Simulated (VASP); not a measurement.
# Al3Te3H2 (Pm-3m) in VASP: single point with PBE

Aim: the single point of Al3Te3H2 with PBE.

Program: VASP 6.6.1. These are calculated values, not measurements. Logs are shortened: lines on timing, memory, paths and dates and some standing lists are left out, and cuts for length are marked.

### 1 The cell of the first run

Symmetry: Pm-3m, No. 221, cubic system. Conventional cell: a = 4.832 Å, b = 4.832 Å, c = 4.832 Å, α = 90.00°, β = 90.00°, γ = 90.00°. Within 3.2 Å of Al (site symmetry 4/mmm) lie 4 Te at 2.42 Å and 2 H at 2.42 Å. Te (site symmetry 4/mmm) has 4 Al at 2.42 Å and 2 H at 2.42 Å within 3.2 Å. Within 3.2 Å of H (site symmetry m-3m) lie 6 Te at 2.42 Å. H (site symmetry m-3m) has 6 Al at 2.42 Å within 3.2 Å.

### 2 Single point, PBE

Input file INCAR:

```
  ALGO = Normal
  EDIFF = 1E-6
  ENCUT = 520
  GGA = PE
  ISIF = 2
  ISMEAR = 0
  LASPH = True
  LCHARG = False
  LREAL = False
  LWAVE = False
  NBANDS = 24
  NELM = 60
  PREC = Accurate
  SIGMA = 0.1
```

Input file KPOINTS:

```
k-points
0
Gamma
  4 4 4
```

Input file POSCAR:

```
Al3Te3H2
1.0
    4.8316883200      0.0000000000      0.0000000000
    0.0000000000      4.8316883200      0.0000000000
    0.0000000000      0.0000000000      4.8316883200
Al Te H
3 3 2
Direct
    0.0000000000      0.5000000000      0.5000000000
    0.5000000000      0.0000000000      0.5000000000
    0.5000000000      0.5000000000      0.0000000000
    0.5000000000      0.0000000000      0.0000000000
    0.0000000000      0.5000000000      0.0000000000
    0.0000000000      0.0000000000      0.5000000000
    0.0000000000      0.0000000000      0.0000000000
    0.5000000000      0.5000000000      0.5000000000
```

Potentials or basis: VASP PAW PBE potentials, release 64 (Al, Te, H).

Launch:

```console
> cat potpaw_PBE.64/Al/POTCAR potpaw_PBE.64/Te/POTCAR potpaw_PBE.64/H/POTCAR > POTCAR
> mpirun -np 1 vasp_std > vasp.out
```

OUTCAR:

```text
EDIFF = 1E-6
   ENCUT = 520
   GGA = PE
   ISIF = 2
   ISMEAR = 0
   LASPH = True
   LREAL = False
   NELM = 60
   PREC = Accurate

 ion  position               nearest neighbor table
   1  0.000  0.500  0.500-   5 2.42   6 2.42   5 2.42   6 2.42
   2  0.500  0.000  0.500-   4 2.42   6 2.42   4 2.42   6 2.42
   3  0.500  0.500  0.000-   4 2.42   5 2.42   4 2.42   5 2.42
   4  0.500  0.000  0.000-   2 2.42   3 2.42   2 2.42   3 2.42   5 3.42   6 3.42   6 3.42   5 3.42
                             5 3.42   6 3.42   6 3.42   5 3.42
   5  0.000  0.500  0.000-   1 2.42   3 2.42   1 2.42   3 2.42   4 3.42   6 3.42   4 3.42   6 3.42
                             6 3.42   6 3.42   4 3.42   4 3.42
   6  0.000  0.000  0.500-   1 2.42   2 2.42   1 2.42   2 2.42   4 3.42   5 3.42   4 3.42   5 3.42
                             5 3.42   5 3.42   4 3.42   4 3.42
   7  0.000  0.000  0.000-
   8  0.500  0.500  0.500-

  LATTYP: Found a simple cubic cell.
 ALAT       =     4.8316883200

  Lattice vectors:

 A1 = (   4.8316883200,   0.0000000000,   0.0000000000)
 A2 = (   0.0000000000,   4.8316883200,   0.0000000000)
 A3 = (   0.0000000000,   0.0000000000,   4.8316883200)

Analysis of symmetry for initial positions (statically):
=====================================================================
 Subroutine PRICEL returns:
 Original cell was already a primitive cell.

 Routine SETGRP: Setting up the symmetry group for a
 simple cubic supercell.

 Subroutine GETGRP returns: Found 48 space group operations
 (whereof 48 operations were pure point group operations)
 out of a pool of 48 trial point group operations.

The static configuration has the point symmetry O_h .

Analysis of symmetry for dynamics (positions and initial velocities):
=====================================================================
 Subroutine PRICEL returns:
 Original cell was already a primitive cell.

 Routine SETGRP: Setting up the symmetry group for a
 simple cubic supercell.

 Subroutine GETGRP returns: Found 48 space group operations
 (whereof 48 operations were pure point group operations)
 out of a pool of 48 trial point group operations.

The dynamic configuration has the point symmetry O_h .

 Subroutine INISYM returns: Found 48 space group operations
 (whereof 48 operations are pure point group operations),
 and found     1 'primitive' translations

----------------------------------------------------------------------------------------

                                     Primitive cell

  volume of cell :     112.7968

  direct lattice vectors                    reciprocal lattice vectors
     4.831688320  0.000000000  0.000000000     0.206966992  0.000000000  0.000000000
     0.000000000  4.831688320  0.000000000     0.000000000  0.206966992  0.000000000
     0.000000000  0.000000000  4.831688320     0.000000000  0.000000000  0.206966992

  length of vectors
     4.831688320  4.831688320  4.831688320     0.206966992  0.206966992  0.206966992

  position of ions in fractional coordinates (direct lattice)
     0.000000000  0.500000000  0.500000000
     0.500000000  0.000000000  0.500000000
     0.500000000  0.500000000  0.000000000
     0.500000000  0.000000000  0.000000000
     0.000000000  0.500000000  0.000000000
     0.000000000  0.000000000  0.500000000
     0.000000000  0.000000000  0.000000000
     0.500000000  0.500000000  0.500000000

  ion indices of the primitive-cell ions
   primitive index   ion index
                 1           1
                 2           2
                 3           3
                 4           4
                 5           5
                 6           6
                 7           7
                 8           8

----------------------------------------------------------------------------------------

 KPOINTS: k-points

Automatic generation of k-mesh.
 Grid dimensions read from file:
 generate k-points for:    4    4    4

 Generating k-lattice:

  Cartesian coordinates                     Fractional coordinates (reciprocal lattice)
     0.051741748  0.000000000  0.000000000     0.250000000  0.000000000  0.000000000
     0.000000000  0.051741748  0.000000000     0.000000000  0.250000000  0.000000000
     0.000000000  0.000000000  0.051741748     0.000000000  0.000000000  0.250000000

  Length of vectors
     0.051741748  0.051741748  0.051741748

  Shift w.r.t. Gamma in fractional coordinates (k-lattice)
     0.000000000  0.000000000  0.000000000

 Subroutine IBZKPT returns following result:
 ===========================================

 Found     10 irreducible k-points:

 Following reciprocal coordinates:
            Coordinates               Weight
  0.000000  0.000000  0.000000      1.000000
  0.250000  0.000000  0.000000      6.000000
  0.500000  0.000000  0.000000      3.000000
  0.250000  0.250000  0.000000     12.000000
  0.500000  0.250000  0.000000     12.000000
  0.500000  0.500000  0.000000      3.000000
  0.250000  0.250000  0.250000      8.000000
  0.500000  0.250000  0.250000     12.000000
  0.500000  0.500000  0.250000      6.000000
  0.500000  0.500000  0.500000      1.000000
   k-points           NKPTS =     10   k-points in BZ     NKDIM =     10   number of bands    NBANDS=     24
   number of dos      NEDOS =    301   number of ions     NIONS =      8
   total plane-waves  NPLWV =  46656
   dimension x,y,z NGX =    36 NGY =   36 NGZ =   36
   dimension x,y,z NGXF=    72 NGYF=   72 NGZF=   72
   ions per type =               3   3   2
   NGX,Y,Z   is equivalent  to a cutoff of  12.39, 12.39, 12.39 a.u.
   NGXF,Y,Z  is equivalent  to a cutoff of  24.77, 24.77, 24.77 a.u.
 SYSTEM =  unknown system
   PREC   = accura    normal or accurate (medium, high low for compatibility)
   ISTART =      0    job   : 0-new  1-cont  2-samecut
   ICHARG =      2    charge: 1-file 2-atom 10-const
   ISPIN  =      1    spin polarized calculation?
   LNONCOLLINEAR =      F non collinear calculations
   LSORBIT =      F    spin-orbit coupling
   LASPH  =      T    aspherical Exc in radial PAW
   ENCUT  =  520.0 eV  38.22 Ry    6.18 a.u.   8.98  8.98  8.98*2*pi/ulx,y,z
   NELM   =     60;   NELMIN=  2; NELMDL= -5     # of ELM steps
   EDIFF  = 0.1E-05   stopping-criterion for ELM
   LREAL  =      F    real-space projection
   EDIFFG = 0.1E-04   stopping-criterion for IOM
   NSW    =      0    number of steps for IOM
   IBRION =     -1    ionic relax: 0-MD 1-quasi-New 2-CG
   NFREE  =      0    steps in history (QN), initial steepest desc. (CG)
   ISIF   =      2    stress and relaxation
   ISYM   =      2    0-nonsym 1-usesym 2-fastsym
   POTIM  = 0.5000    time-step for ionic-motion
   TEBEG  =    0.0;   TEEND  =   0.0 temperature during run
   PSTRESS=    0.0 pullay stress
   NELECT =      29.0000    total number of electrons
   NUPDOWN=      -1.0000    fix difference up-down
   EMIN   =  10.00;   EMAX   =-10.00  energy-range for DOS
   EFERMI =   0.00;   METHOD = LEGACY
   ISMEAR =     0;   SIGMA  =   0.10  broadening in eV -4-tet -1-fermi 0-gaus
   EFERMI_NEDOS =   21; number of points for ismear=-14 and -15
   IALGO  =     38    algorithm
   IMIX   =      4    mixing-type and parameters
     AMIX     =   0.40;   BMIX     =  1.00
     AMIX_MAG =   1.60;   BMIX_MAG =  1.00
  volume/ion in A,a.u.               =      14.10        95.15
  Fermi-wavevector in a.u.,A,eV,Ry     =   1.040979  1.967165 14.743777  1.083637
  Thomas-Fermi vector in A             =   2.175579
   LORBIT       =      0    0 simple, 1 ext, 2 COOP (PROOUT), +10 PAW based schemes
   GGA     = PE    functional components
   LHFCALC =     F    Hartree Fock is set to
   AEXX    =    0.0000 exact exchange contribution
   IVDW    =     0    specifies the selected vdW correction
   LEPSILON=     F    determine dielectric tensor
   LRPA    =     F    only Hartree local field effects (RPA)
 non-spin polarized calculation
 Gauss-broadening in eV      SIGMA  =   0.10
  energy-cutoff  :      520.00
  volume of cell :      112.80
 maximum number of plane-waves:      3060
 NGX is ok and might be reduce to    36
   NGX = 17   NGY = 17   NGZ = 17

 number of electron      29.0000002 magnetization

 Free energy of the ion-electron system (eV)
  ---------------------------------------------------
  ext. energy  EPLUGINS =         0.00000000
  ---------------------------------------------------
  free energy    TOTEN  =       -17.63919956 eV

  energy without entropy =      -17.59433617  energy(sigma->0) =      -17.61676786

 E-fermi :  11.2681     XC(G=0): -10.9975

 val. band max:       11.2584447587   @ k =   0.2500   0.2500   0.2500
 cond. band min:      11.2700355625   @ k =   0.5000   0.2500   0.2500
 fundamental gap:      0.0115908038
 Fermi energy:        11.2681194141

 k-point     1 :       0.0000    0.0000    0.0000
  band No.  band energies     occupation
      1      -5.1239      2.00000
      2      -1.2676      2.00000
      3      -1.2676      2.00000
      4       3.0721      2.00000
      5       3.0721      2.00000
      6       3.0721      2.00000
[... 16 lines left out ...]
     23      15.2699      0.00000
     24      17.0308      0.00000

 k-point     2 :       0.2500    0.0000    0.0000
  band No.  band energies     occupation
      1      -4.7803      2.00000
      2      -2.1544      2.00000
      3      -1.1248      2.00000
      4       3.1742      2.00000
      5       3.4134      2.00000
      6       3.4134      2.00000
[... 16 lines left out ...]
     23      15.5450      0.00000
     24      16.8771      0.00000
[... 187 lines left out ...]
     23      16.3942      0.00000
     24      17.2415      0.00000

 k-point    10 :       0.5000    0.5000    0.5000
  band No.  band energies     occupation
      1      -2.3576      2.00000
      2      -2.3576      2.00000
      3      -2.3576      2.00000
      4       1.4411      2.00000
      5       1.4411      2.00000
      6       1.4411      2.00000
[... 16 lines left out ...]
     23      15.4465      0.00000
     24      15.4847      0.00000

------------------------ aborting loop because EDIFF is reached ----------------------------------------

  FORCE on cell =-STRESS in cart. coord.  units (eV):
  Direction    XX          YY          ZZ          XY          YZ          ZX
  --------------------------------------------------------------------------------------
  -------------------------------------------------------------------------------------
  Total       32.3827998     32.3827998     32.3827998     -0.0000000     -0.0000000      0.0000000
  in kB      459.9686614    459.9686614    459.9686614     -0.0000000     -0.0000000      0.0000000
  external PRESSURE =     459.9686614 kB  Pullay stress =       0.0000000 kB

 VOLUME and BASIS-vectors are now :
 -----------------------------------------------------------------------------
  energy-cutoff  :      520.00
  volume of cell :      112.80
      direct lattice vectors                 reciprocal lattice vectors
     4.831688320  0.000000000  0.000000000     0.206966992  0.000000000  0.000000000
     0.000000000  4.831688320  0.000000000     0.000000000  0.206966992  0.000000000
     0.000000000  0.000000000  4.831688320     0.000000000  0.000000000  0.206966992

 POSITION                                       TOTAL-FORCE (eV/Angst)
 -----------------------------------------------------------------------------------
      0.00000      2.41584      2.41584         0.000000      0.000000      0.000000
      2.41584      0.00000      2.41584         0.000000      0.000000      0.000000
      2.41584      2.41584      0.00000         0.000000      0.000000      0.000000
      2.41584      0.00000      0.00000         0.000000      0.000000      0.000000
      0.00000      2.41584      0.00000         0.000000      0.000000      0.000000
      0.00000      0.00000      2.41584         0.000000      0.000000      0.000000
      0.00000      0.00000      0.00000         0.000000      0.000000      0.000000
      2.41584      2.41584      2.41584         0.000000      0.000000      0.000000
 -----------------------------------------------------------------------------------
    total drift:                               -0.000000     -0.000000     -0.000000

  FREE ENERGIE OF THE ION-ELECTRON SYSTEM (eV)
  ---------------------------------------------------
  free  energy   TOTEN  =       -17.6391995561 eV

  energy  without entropy=      -17.5943361687  energy(sigma->0) =      -17.61676786
```

Wall time 19 s (1 thread of Intel Xeon Platinum 8375C at 2.90GHz (Ice Lake), shared host); peak memory 0.21 GiB.

What came out:

```
Free energy : -17.6392 eV
Pressure    : 46.0 GPa
```

Caveat: spin-orbit coupling is left out, which moves the levels of the heavy elements.
